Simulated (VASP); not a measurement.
A run of VASP 6.6.1:

The input INCAR:

```
SYSTEM = Bi2Te3
PREC     = Accurate       ! precision mode
ENCUT    = 520            ! plane-wave cutoff, eV
EDIFF    = 1E-6           ! SCF threshold, eV
ISMEAR   = 0              ! smearing method
SIGMA    = 0.02           ! smearing width, eV
LREAL    = .FALSE.        ! projectors in reciprocal space
LASPH    = .TRUE.         ! aspherical terms in the spheres
NELM     = 80             ! most SCF steps
ALGO     = Normal         ! electronic algorithm
ISIF     = 2              ! what is computed and relaxed
LWAVE    = .FALSE.        ! write WAVECAR
LCHARG   = .FALSE.        ! write CHGCAR
LDIPOL   = .TRUE.       
IDIPOL   = 3            
DIPOL    = 0.5 0.5 0.500
GGA      = CA             ! functional
NBANDS   = 59             ! bands
```

Contents of KPOINTS:

```
regular mesh
0
G
  9 9 1
  0 0 0
```

Contents of POSCAR:

```
Bi2Te3
1.0
    4.3693929082      0.0000000000      0.0000000000
   -2.1846964541      3.7840052576      0.0000000000
    0.0000000000      0.0000000000     61.2372151650
Te Bi
6 4
Direct
    0.0000000000      0.0000000000      0.3555927863
    0.6666666667      0.3333333333      0.4171422965
    0.3333333333      0.6666666667      0.4787590986
    0.6666666667      0.3333333333      0.5212409014
    0.3333333333      0.6666666667      0.5828577035
    0.0000000000      0.0000000000      0.6444072137
    0.3333333333      0.6666666667      0.3838366543
    0.0000000000      0.0000000000      0.4503204745
    0.0000000000      0.0000000000      0.5496795255
    0.6666666667      0.3333333333      0.6161633457
```

Potentials or basis: VASP PAW LDA potentials, release 64 (Te, Bi_d).

Command:

```bash
$ cat potpaw_LDA.64/Te/POTCAR potpaw_LDA.64/Bi_d/POTCAR > POTCAR
$ mpirun -np 1 vasp_std > vasp.out
```

Hardware: 1 thread of Oxide Virtual Turin-like Processor (shared host).

Problem. Estimate the wall time of this run.

Solution. Run time: 58 min on 1 thread of Oxide Virtual Turin-like Processor (shared host), peak memory 1 GiB. Counts: scf iterations 32, k points 12.
